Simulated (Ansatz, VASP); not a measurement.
## One calculation of SrO, two programs

```
Sr O
1.0
     0.00000    2.44131    2.56980
     2.44131    0.00000    2.56980
     2.44131    2.44131    0.00000
Sr O
1 1
Cartesian
  0.0000 0.0000 0.0000
  2.4413 2.4413 2.5698
```

Change from the starting cell: strain -0.050 along x and y, +0.000 along z, atoms carried along.

Alike in both runs: task single point; functional LDA; k mesh 8 × 8 × 8; occupations gaussian, width 0.05 eV; no spin polarisation.

```csv
,VASP,Ansatz
version,VASP 6.6.1,Ansatz 0.2.0
potentials or method,"VASP PAW LDA potentials, release 64 (Sr_sv, O), cutoff 520 eV","scalar-relativistic, plane waves, PAW"
valence electrons in the cell,16,16
```

```csv
,VASP,Ansatz,Ansatz less VASP
gap on the k mesh at the Fermi level (eV),2.81,2.86,+0.059
least direct gap on the mesh (eV),2.81,2.86,+0.059
pressure (GPa),8.8,7.7,-1.16
"traceless stress, the component that is largest in VASP (GPa)",-7.21,-6.80,+0.410
```

LDA's correlation is that of Perdew and Zunger in VASP and of Perdew and Wang (1992) in Ansatz.
